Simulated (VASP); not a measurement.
# SnSe2 (P-3m1) in VASP: notebook

SnSe2 is run at these levels: PBE, r2SCAN; tasks: single point.

Program: VASP 6.6.1. These are calculated values, not measurements. Logs are shortened: lines on timing, memory, paths and dates and some standing lists are left out, and cuts for length are marked.

### 1 The cell of the first run

The structure is trigonal, space group P-3m1 (No. 164). The conventional cell has a = 3.825 Å, b = 3.825 Å, c = 6.227 Å, α = 90.00°, β = 90.00°, γ = 120.00°. Sn (site symmetry -3m) has 6 Se at 2.71 Å within 3.6 Å. Within 3.6 Å of Se (site symmetry 3m) lie 3 Sn at 2.71 Å.

### 2 Single point, PBE

Contents of INCAR:

```
ALGO = Normal
EDIFF = 1E-6
ENCUT = 520
GGA = PE
ISIF = 2
ISMEAR = 0
LASPH = True
LCHARG = False
LREAL = False
LWAVE = False
NBANDS = 20
NELM = 60
PREC = Accurate
SIGMA = 0.01
```

Contents of KPOINTS:

```
k-points
0
Gamma
  6 6 4
```

Contents of POSCAR:

```
SnSe2
1.0
    3.8251638434      0.0000000000      0.0000000000
   -1.9125819217      3.3126890621      0.0000000000
    0.0000000000      0.0000000000      6.2270560557
Sn Se
1 2
Direct
    0.0000000000      0.0000000000      0.0000000000
    0.3333333333      0.6666666667      0.2530760469
    0.6666666667      0.3333333333      0.7469239531
```

Potentials or basis: VASP PAW PBE potentials, release 64 (Sn_d, Se).

Launch:

```sh
cat potpaw_PBE.64/Sn_d/POTCAR potpaw_PBE.64/Se/POTCAR > POTCAR
mpirun -np 1 vasp_std > vasp.out
```

OUTCAR:

```text
EDIFF = 1E-6
   ENCUT = 520
   GGA = PE
   ISIF = 2
   ISMEAR = 0
   LASPH = True
   LREAL = False
   NELM = 60
   PREC = Accurate

 ion  position               nearest neighbor table
   1  0.000  0.000  0.000-   2 2.71   3 2.71   3 2.71   2 2.71   3 2.71   2 2.71
   2  0.333  0.667  0.253-   1 2.71   1 2.71   1 2.71
   3  0.667  0.333  0.747-   1 2.71   1 2.71   1 2.71

  LATTYP: Found a hexagonal cell.
 ALAT       =     3.8251638434
 C/A-ratio  =     1.6279187796

  Lattice vectors:

 A1 = (   3.8251638434,   0.0000000000,   0.0000000000)
 A2 = (  -1.9125819217,   3.3126890621,   0.0000000000)
 A3 = (   0.0000000000,   0.0000000000,   6.2270560557)

Analysis of symmetry for initial positions (statically):
=====================================================================
 Subroutine PRICEL returns:
 Original cell was already a primitive cell.

 Routine SETGRP: Setting up the symmetry group for a
 hexagonal supercell.

 Subroutine GETGRP returns: Found 12 space group operations
 (whereof 12 operations were pure point group operations)
 out of a pool of 24 trial point group operations.

The static configuration has the point symmetry D_3d.

Analysis of symmetry for dynamics (positions and initial velocities):
=====================================================================
 Subroutine PRICEL returns:
 Original cell was already a primitive cell.

 Routine SETGRP: Setting up the symmetry group for a
 hexagonal supercell.

 Subroutine GETGRP returns: Found 12 space group operations
 (whereof 12 operations were pure point group operations)
 out of a pool of 24 trial point group operations.

The dynamic configuration has the point symmetry D_3d.

 Subroutine INISYM returns: Found 12 space group operations
 (whereof 12 operations are pure point group operations),
 and found     1 'primitive' translations

----------------------------------------------------------------------------------------

                                     Primitive cell

  volume of cell :      78.9066

  direct lattice vectors                    reciprocal lattice vectors
     3.825163843  0.000000000  0.000000000     0.261426710  0.150934782  0.000000000
[... 79 lines left out ...]
   ISTART =      0    job   : 0-new  1-cont  2-samecut
   ICHARG =      2    charge: 1-file 2-atom 10-const
   ISPIN  =      1    spin polarized calculation?
   LNONCOLLINEAR =      F non collinear calculations
   LSORBIT =      F    spin-orbit coupling
   LASPH  =      T    aspherical Exc in radial PAW
   ENCUT  =  520.0 eV  38.22 Ry    6.18 a.u.   7.11  7.11 11.58*2*pi/ulx,y,z
   NELM   =     60;   NELMIN=  2; NELMDL= -5     # of ELM steps
   EDIFF  = 0.1E-05   stopping-criterion for ELM
   LREAL  =      F    real-space projection
   EDIFFG = 0.1E-04   stopping-criterion for IOM
   NSW    =      0    number of steps for IOM
   IBRION =     -1    ionic relax: 0-MD 1-quasi-New 2-CG
   NFREE  =      0    steps in history (QN), initial steepest desc. (CG)
   ISIF   =      2    stress and relaxation
   ISYM   =      2    0-nonsym 1-usesym 2-fastsym
   POTIM  = 0.5000    time-step for ionic-motion
   TEBEG  =    0.0;   TEEND  =   0.0 temperature during run
   PSTRESS=    0.0 pullay stress
   NELECT =      26.0000    total number of electrons
   NUPDOWN=      -1.0000    fix difference up-down
   EMIN   =  10.00;   EMAX   =-10.00  energy-range for DOS
   EFERMI =   0.00;   METHOD = LEGACY
   ISMEAR =     0;   SIGMA  =   0.01  broadening in eV -4-tet -1-fermi 0-gaus
   EFERMI_NEDOS =   21; number of points for ismear=-14 and -15
   IALGO  =     38    algorithm
   IMIX   =      4    mixing-type and parameters
     AMIX     =   0.40;   BMIX     =  1.00
     AMIX_MAG =   1.60;   BMIX_MAG =  1.00
  volume/ion in A,a.u.               =      26.30       177.50
  Fermi-wavevector in a.u.,A,eV,Ry     =   1.130737  2.136782 17.395936  1.278565
  Thomas-Fermi vector in A             =   2.267434
   LORBIT       =      0    0 simple, 1 ext, 2 COOP (PROOUT), +10 PAW based schemes
   GGA     = PE    functional components
   LHFCALC =     F    Hartree Fock is set to
   AEXX    =    0.0000 exact exchange contribution
   IVDW    =     0    specifies the selected vdW correction
   LEPSILON=     F    determine dielectric tensor
   LRPA    =     F    only Hartree local field effects (RPA)
 non-spin polarized calculation
 Gauss-broadening in eV      SIGMA  =   0.01
  energy-cutoff  :      520.00
  volume of cell :       78.91
 maximum number of plane-waves:      2148
   NGX = 15   NGY = 15   NGZ = 23

 number of electron      26.0000000 magnetization

 Free energy of the ion-electron system (eV)
  ---------------------------------------------------
  ext. energy  EPLUGINS =         0.00000000
  ---------------------------------------------------
  free energy    TOTEN  =       -11.81273761 eV

  energy without entropy =      -11.81273761  energy(sigma->0) =      -11.81273761

 E-fermi :   3.9479     XC(G=0):  -9.3733

 val. band max:        3.8921548195   @ k =   0.1667  -0.0000   0.0000
 cond. band min:       4.6789204384   @ k =   0.5000  -0.0000   0.5000
 fundamental gap:      0.7867656189
 Fermi energy:         3.9478537591

 k-point     1 :       0.0000    0.0000    0.0000
  band No.  band energies     occupation
      1     -17.2886      2.00000
      2     -17.2886      2.00000
      3     -17.2529      2.00000
      4     -17.2407      2.00000
      5     -17.2407      2.00000
      6      -9.8293      2.00000
[... 541 lines left out ...]
     19      13.0758      0.00000
     20      13.0956      0.00000

------------------------ aborting loop because EDIFF is reached ----------------------------------------

  FORCE on cell =-STRESS in cart. coord.  units (eV):
  Direction    XX          YY          ZZ          XY          YZ          ZX
  --------------------------------------------------------------------------------------
  -------------------------------------------------------------------------------------
  Total        1.4804115      1.4804115      1.4816092     -0.0000000      0.0000000     -0.0000000
  in kB       30.0593468     30.0593468     30.0836658     -0.0000000      0.0000000     -0.0000000
  external PRESSURE =      30.0674531 kB  Pullay stress =       0.0000000 kB

 VOLUME and BASIS-vectors are now :
 -----------------------------------------------------------------------------
  energy-cutoff  :      520.00
  volume of cell :       78.91
      direct lattice vectors                 reciprocal lattice vectors
     3.825163843  0.000000000  0.000000000     0.261426710  0.150934782  0.000000000
    -1.912581922  3.312689062  0.000000000     0.000000000  0.301869563  0.000000000
     0.000000000  0.000000000  6.227056056     0.000000000  0.000000000  0.160589529

 POSITION                                       TOTAL-FORCE (eV/Angst)
 -----------------------------------------------------------------------------------
      0.00000      0.00000      0.00000         0.000000      0.000000      0.000000
     -0.00000      2.20846      1.57592        -0.000000      0.000000      0.261828
      1.91258      1.10423      4.65114         0.000000     -0.000000     -0.261828
 -----------------------------------------------------------------------------------
    total drift:                               -0.000000      0.000000      0.000000

  FREE ENERGIE OF THE ION-ELECTRON SYSTEM (eV)
  ---------------------------------------------------
  free  energy   TOTEN  =       -11.8127376125 eV

  energy  without entropy=      -11.8127376125  energy(sigma->0) =      -11.81273761
```

Wall time 14 s (1 thread of Intel Xeon 6975P-C (Granite Rapids), shared host); peak memory 0.19 GiB.

Results:

```
Free energy            : -11.8127 eV
Pressure               : 3.0 GPa
Largest force          : 0.262 eV/Å
Band gap on the k mesh : 0.79 eV, indirect (least direct gap 1.12 eV)
```

Forces on the atoms (eV/Å):
```
Sn   0.000  0.000  0.000
Se   0.000  0.000  0.262
Se   0.000  0.000 -0.262
```

Caveat: spin-orbit coupling is left out, which moves the levels of the heavy elements; this functional lacks dispersion, which binds the layers, so the pressure and a relaxed spacing across them are unreliable. A k mesh can miss the band edges.

### 3 Single point, PBE

Contents of INCAR:

```
SYSTEM = SnSe2
PREC = Accurate ; ENCUT = 520
EDIFF = 1E-6 ; ISMEAR = 0
SIGMA = 0.01 ; LREAL = .False.
LASPH = .True. ; NELM = 80
ALGO = Normal ; ISIF = 2
LWAVE = .False. ; LCHARG = .True.
GGA = PE ; LELF = .True.
LVHAR = .True. ; NBANDS = 20
```

Contents of KPOINTS:

```
Automatic mesh
0
Gamma
  6 6 4
  0 0 0
```

POSCAR is that of step 2.

Potentials or basis: VASP PAW PBE potentials, release 64 (Sn_d, Se).

Launch:

```sh
cat potpaw_PBE.64/Sn_d/POTCAR potpaw_PBE.64/Se/POTCAR > POTCAR
mpirun -np 1 vasp_std > vasp.out
```

Run time: 14 s. Hardware: 1 thread of Intel Xeon 6975P-C (Granite Rapids), shared host; peak memory 0.2 GiB.

The run converged. Its results:

| Property | Result |
| --- | --- |
| Free energy | -11.8127 eV |
| Pressure | 3.0 GPa |
| Largest force | 0.262 eV/Å |
| Band gap on the k mesh | 0.79 eV, indirect (least direct gap 1.12 eV) |

Forces on the atoms (eV/Å):
```
Sn   0.000  0.000  0.000
Se   0.000  0.000  0.262
Se   0.000  0.000 -0.262
```

Levels at points of the mesh, in eV from the valence-band top:
| k point | band 11 | band 12 | band 13 | band 14 | band 15 | band 16 |
| --- | --- | --- | --- | --- | --- | --- |
| (0.00, 0.00, 0.00) | -0.25 | -0.25 | -0.07 | 1.05 | 3.11 | 4.70 |
| (0.50, 0.00, 0.00) | -2.42 | -1.20 | -0.22 | 1.20 | 3.80 | 5.37 |
| (0.00, 0.00, 0.50) | -0.61 | -0.09 | -0.09 | 2.49 | 3.03 | 4.44 |
| (0.50, 0.00, 0.50) | -1.94 | -0.78 | -0.61 | 0.79 | 4.21 | 4.77 |

Caveat: spin-orbit coupling is left out, which moves the levels of the heavy elements; this functional lacks dispersion, which binds the layers, so the pressure and a relaxed spacing across them are unreliable. A k mesh can miss the band edges.

### 4 Single point, r2SCAN

POSCAR is that of step 3.

Contents of INCAR.step1:

```
PREC = Accurate
ENCUT = 520
ISMEAR = 0
SIGMA = 0.01
LREAL = False
LASPH = True
NELM = 80
NBANDS = 20
GGA = PE
ALGO = Normal
EDIFF = 1E-4
LWAVE = True
LCHARG = False
```

Contents of INCAR.step2:

```
PREC = Accurate
ENCUT = 520
EDIFF = 1E-6
ISMEAR = 0
SIGMA = 0.01
LREAL = False
LASPH = True
NELM = 80
ALGO = Normal
ISIF = 2
LWAVE = False
LCHARG = False
METAGGA = R2SCAN
LMIXTAU = True
NBANDS = 20
ISTART = 1
```

Contents of KPOINTS:

```
regular mesh
0
Gamma
  6 6 4
```

Launch:

```sh
cat potpaw_PBE.64/Sn_d/POTCAR potpaw_PBE.64/Se/POTCAR > POTCAR
cp INCAR.step1 INCAR
mpirun -np 1 vasp_std > vasp.out
cp INCAR.step2 INCAR
mpirun -np 1 vasp_std > vasp.out
```

Run time: 63 s. Hardware: 1 thread of Intel Xeon 6975P-C (Granite Rapids), shared host; peak memory 0.21 GiB.

Results (log left out):

* Free energy: -54.6167 eV
* Pressure: 1.0 GPa
* Largest force: 0.026 eV/Å
* Band gap on the k mesh: 1.07 eV, indirect (least direct gap 1.51 eV)

Forces on the atoms (eV/Å):
```
Sn   0.000  0.000  0.000
Se   0.000  0.000 -0.026
Se   0.000  0.000  0.026
```

Stress tensor (GPa, compression positive):
```
1.07 0.00 0.00
0.00 1.07 0.00
0.00 0.00 0.89
```

Levels at points of the mesh, in eV from the valence-band top:
| k point | band 11 | band 12 | band 13 | band 14 | band 15 | band 16 |
| --- | --- | --- | --- | --- | --- | --- |
| (0.00, 0.00, 0.00) | -0.25 | -0.25 | -0.05 | 1.49 | 3.63 | 5.12 |
| (0.50, 0.00, 0.00) | -2.49 | -1.17 | -0.22 | 1.46 | 4.32 | 5.83 |
| (0.00, 0.00, 0.50) | -0.63 | -0.09 | -0.09 | 2.87 | 3.57 | 4.85 |
| (0.50, 0.00, 0.50) | -1.95 | -0.77 | -0.62 | 1.07 | 4.71 | 5.25 |

Caveat: the PAW data sets were made with another functional, which shifts forces and pressure a little; spin-orbit coupling is left out, which moves the levels of the heavy elements. A k mesh can miss the band edges.

### 5 Single point, PBE

Contents of INCAR:

```
SYSTEM = SnSe2
  ALGO = Normal
  EDIFF = 1E-6
  ENCUT = 520
  GGA = PE
  ISIF = 2
  ISMEAR = 0
  LASPH = .TRUE.
  LCHARG = .TRUE.
  LELF = .TRUE.
  LREAL = .FALSE.
  LVHAR = .TRUE.
  LWAVE = .FALSE.
  NBANDS = 20
  NELM = 100
  PREC = Accurate
  SIGMA = 0.01
```

Contents of KPOINTS:

```
k-points
0
G
  12 12 4
  0 0 0
```

POSCAR is that of step 4.

Potentials or basis: VASP PAW PBE potentials, release 64 (Sn_d, Se).

Launch:

```sh
cat potpaw_PBE.64/Sn_d/POTCAR potpaw_PBE.64/Se/POTCAR > POTCAR
mpirun -np 1 vasp_std > vasp.out
```

OUTCAR:

```text
SYSTEM = SnSe2
   EDIFF = 1E-6
   ENCUT = 520
   GGA = PE
   ISIF = 2
   ISMEAR = 0
   LASPH = .TRUE.
   LREAL = .FALSE.
   NELM = 100
   PREC = Accurate

 ion  position               nearest neighbor table
   1  0.000  0.000  0.000-   2 2.71   3 2.71   3 2.71   2 2.71   3 2.71   2 2.71
   2  0.333  0.667  0.253-   1 2.71   1 2.71   1 2.71
   3  0.667  0.333  0.747-   1 2.71   1 2.71   1 2.71

  LATTYP: Found a hexagonal cell.
 ALAT       =     3.8251638434
 C/A-ratio  =     1.6279187796

  Lattice vectors:

 A1 = (   3.8251638434,   0.0000000000,   0.0000000000)
 A2 = (  -1.9125819217,   3.3126890621,   0.0000000000)
 A3 = (   0.0000000000,   0.0000000000,   6.2270560557)

Analysis of symmetry for initial positions (statically):
=====================================================================
 Subroutine PRICEL returns:
 Original cell was already a primitive cell.

 Routine SETGRP: Setting up the symmetry group for a
 hexagonal supercell.

 Subroutine GETGRP returns: Found 12 space group operations
 (whereof 12 operations were pure point group operations)
[... 158 lines left out ...]
 Free energy of the ion-electron system (eV)
  ---------------------------------------------------
  ext. energy  EPLUGINS =         0.00000000
  ---------------------------------------------------
  free energy    TOTEN  =       -11.82419123 eV

  energy without entropy =      -11.82419123  energy(sigma->0) =      -11.82419123

 E-fermi :   4.0654     XC(G=0):  -9.3752

 val. band max:        3.9405549400   @ k =   0.0833   0.0833   0.0000
 cond. band min:       4.6762628279   @ k =   0.5000  -0.0000   0.5000
 fundamental gap:      0.7357078878
 Fermi energy:         4.0654463929

 k-point     1 :       0.0000    0.0000    0.0000
  band No.  band energies     occupation
      1     -17.2867      2.00000
      2     -17.2867      2.00000
      3     -17.2498      2.00000
      4     -17.2381      2.00000
      5     -17.2381      2.00000
      6      -9.8328      2.00000
[... 541 lines left out ...]
     19      11.9751      0.00000
     20      12.8824      0.00000

 [... further k-points ...]
[... 5 lines left out ...]
  --------------------------------------------------------------------------------------
  -------------------------------------------------------------------------------------
  Total        1.4301139      1.4301139      1.5198769      0.0000000     -0.0000000      0.0000000
  in kB       29.0380679     29.0380679     30.8606815      0.0000000     -0.0000000      0.0000000
  external PRESSURE =      29.6456058 kB  Pullay stress =       0.0000000 kB

 VOLUME and BASIS-vectors are now :
 -----------------------------------------------------------------------------
  energy-cutoff  :      520.00
  volume of cell :       78.91
      direct lattice vectors                 reciprocal lattice vectors
     3.825163843  0.000000000  0.000000000     0.261426710  0.150934782  0.000000000
    -1.912581922  3.312689062  0.000000000     0.000000000  0.301869563  0.000000000
     0.000000000  0.000000000  6.227056056     0.000000000  0.000000000  0.160589529

 POSITION                                       TOTAL-FORCE (eV/Angst)
 -----------------------------------------------------------------------------------
      0.00000      0.00000      0.00000         0.000000      0.000000      0.000000
     -0.00000      2.20846      1.57592         0.000000      0.000000      0.275204
      1.91258      1.10423      4.65114        -0.000000     -0.000000     -0.275204
 -----------------------------------------------------------------------------------
    total drift:                               -0.000000      0.000000      0.000000

  FREE ENERGIE OF THE ION-ELECTRON SYSTEM (eV)
  ---------------------------------------------------
  free  energy   TOTEN  =       -11.8241912308 eV

  energy  without entropy=      -11.8241912308  energy(sigma->0) =      -11.82419123
```

OSZICAR:

```text
N       E                     dE             d eps       ncg     rms          rms(c)
DAV:   1     0.205695421377E+03    0.20570E+03   -0.12208E+04  2824   0.149E+03
DAV:   2     0.115226156226E+02   -0.19417E+03   -0.18674E+03  2964   0.388E+02
DAV:   3    -0.112739081335E+02   -0.22797E+02   -0.22245E+02  3324   0.114E+02
DAV:   4    -0.120663616442E+02   -0.79245E+00   -0.79117E+00  3304   0.224E+01
DAV:   5    -0.120855549445E+02   -0.19193E-01   -0.19192E-01  3828   0.362E+00    0.497E+00
DAV:   6    -0.118404630323E+02    0.24509E+00   -0.51310E-01  4156   0.736E+00    0.320E+00
DAV:   7    -0.118236634771E+02    0.16800E-01   -0.15173E-01  3236   0.242E+00    0.102E+00
DAV:   8    -0.118236578616E+02    0.56155E-05   -0.11869E-02  3468   0.102E+00    0.276E-01
DAV:   9    -0.118241529200E+02   -0.49506E-03   -0.15141E-03  3128   0.295E-01    0.844E-02
DAV:  10    -0.118241611939E+02   -0.82739E-05   -0.11855E-04  3656   0.749E-02    0.335E-02
DAV:  11    -0.118241910760E+02   -0.29882E-04   -0.43772E-05  3032   0.367E-02    0.821E-03
DAV:  12    -0.118241912308E+02   -0.15471E-06   -0.23794E-06  3100   0.112E-02
   1 F= -.11824191E+02 E0= -.11824191E+02  d E =-.106769E-71
```

Run time: 34 s. Hardware: 1 thread of Intel Xeon 6975P-C (Granite Rapids), shared host; peak memory 0.25 GiB.

Results:

* Free energy: -11.8242 eV
* Pressure: 3.0 GPa
* Largest force: 0.275 eV/Å
* Band gap on the k mesh: 0.74 eV, indirect (least direct gap 1.12 eV)

Forces in eV/Å, atoms in the order of the input:
```
Sn   0.000  0.000  0.000
Se   0.000  0.000  0.275
Se   0.000  0.000 -0.275
```

Caveat: spin-orbit coupling is left out, which moves the levels of the heavy elements; this functional lacks dispersion, which binds the layers, so the pressure and a relaxed spacing across them are unreliable. A k mesh can miss the band edges.

### 6 The runs side by side

```csv
level,k mesh,gap on the mesh (eV),pressure (GPa),largest force (eV/Å)
PBE,6 × 6 × 4,0.79,3.0,0.26
r2SCAN,6 × 6 × 4,1.07,1.0,0.03
PBE,12 × 12 × 4,0.74,3.0,0.28
```

Alike in all rows: task single point; potentials or basis VASP PAW PBE potentials, release 64 (Sn_d, Se); no spin polarisation; cell as given; cutoff (eV) 520; smearing gaussian 0.01 eV.

On the cell as given the gap runs from 0.74 eV (PBE) to 1.07 eV (r2SCAN); the meshes differ, which moves gaps too. The pressure there spans 1.0 GPa (r2SCAN) to 3.0 GPa (PBE); a positive pressure means that this level wants a larger cell, a negative one a smaller.

Caveats: spin-orbit coupling is left out, which moves the levels of the heavy elements; this functional lacks dispersion, which binds the layers, so the pressure and a relaxed spacing across them are unreliable (some runs); the PAW data sets were made with another functional, which shifts forces and pressure a little (some runs).

Absolute energies hang on the potentials; compare differences alone.
